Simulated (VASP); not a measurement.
Write the native input for VASP 6.6.1 that does the following.

| Item | Value |
| --- | --- |
| Task | single point |
| Functional | PBEsol |
| Potentials or basis | VASP PAW PBE potentials, release 64 (N, B) |
| Cutoff | 600 eV |
| k mesh | 10 × 10 × 6 |
| Occupations | fermi-dirac, width 0.05 eV |
| Spin | no spin polarisation |
| Dipole correction | no |
| Further INCAR settings | ALGO = Normal; EDIFF = 1e-06; NBANDS = 16 |

The structure of BN lies in POSCAR:

```
BN
1.0
    2.5539396017      0.0000000000      0.0000000000
   -1.2769698009      2.2117765748      0.0000000000
    0.0000000000      0.0000000000      4.1423179000
N B
2 2
Direct
    0.3333333333      0.6666666667      0.1252760000
    0.6666666667      0.3333333333      0.6252760000
    0.3333333333      0.6666666667      0.4997240000
    0.6666666667      0.3333333333      0.9997240000
```

One way to write it, as run:

INCAR

```
SYSTEM = BN
PREC = Accurate ; ENCUT = 600
EDIFF = 1E-6 ; ISMEAR = -1
SIGMA = 0.05 ; LREAL = .FALSE.
LASPH = .TRUE. ; NELM = 120
ALGO = Normal ; ISIF = 2
LWAVE = .FALSE. ; LCHARG = .FALSE.
GGA = PS ; NBANDS = 16
GGA_COMPAT = .FALSE.
```

KPOINTS

```
regular mesh
0
G
  10 10 6
  0 0 0
```

Potentials or basis: VASP PAW PBE potentials, release 64 (N, B).

Command:

```bash
$ cat potpaw_PBE.64/N/POTCAR potpaw_PBE.64/B/POTCAR > POTCAR
$ mpirun -np 1 vasp_std > vasp.out
```

Results of the run:

| Item | Value |
| --- | --- |
| Pressure | 2.4 GPa |
| Largest force | 0.059 eV/Å |
| Band gap on the k mesh | 5.20 eV (least direct gap 8.11 eV) |

Caveat: the stress differs along the axes, from -4 to 16 GPa; the PAW data sets were made with another functional, which shifts forces and pressure a little.

Wall time 22 s on 1 thread of Intel(R) Xeon(R) Platinum 8488C (Sapphire Rapids), with other jobs on the host, peak memory 0.14 GiB.
